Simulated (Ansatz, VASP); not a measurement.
# Two plane-wave programs on BaAs2Ru2

```xyz
5
Lattice="-2.0569 2.0569 5.9648 2.0569 -2.0569 5.9648 2.0569 2.0569 -5.9648" Properties=species:S:1:pos:R:3 pbc="T T T"
Ba    0.0000    0.0000    0.0000
As    0.0000    0.0000    7.7248
As    0.0000    0.0000    4.2048
Ru    0.0000    2.0569    2.9824
Ru    2.0569    0.0000    2.9824
```

Alike in both runs: functional LDA; k mesh 12 × 12 × 12; occupations gaussian, width 0.1 eV; no spin polarisation.

Ansatz relaxed the structure, and its values are those at the end. VASP's run is a single point on that final structure, the one shown.

```csv
,VASP,Ansatz
version,VASP 6.6.1,Ansatz 0.2.0
potentials or method,"VASP PAW LDA potentials, release 64 (Ba_sv, As, Ru_pv), cutoff 520 eV","scalar-relativistic, plane waves, PAW"
valence electrons in the cell,48,72
```

VASP gave:

- gap on the k mesh at the Fermi level (eV): none
- pressure (GPa): 1.1
- rms of the force components (eV/Å): 0.010

Question: Estimate Ansatz's values.

Answer: gap on the k mesh at the Fermi level (eV): none; pressure (GPa): 0.0; rms of the force components (eV/Å): 0.000.

LDA's correlation is that of Perdew and Zunger in VASP and of Perdew and Wang (1992) in Ansatz. A gap of «none» marks a metal or a gap that the smearing closes. VASP's potentials hold 48 valence electrons a cell and Ansatz's 72, so a difference there can come from the potentials and not from the codes.

Spin-orbit coupling is off throughout.
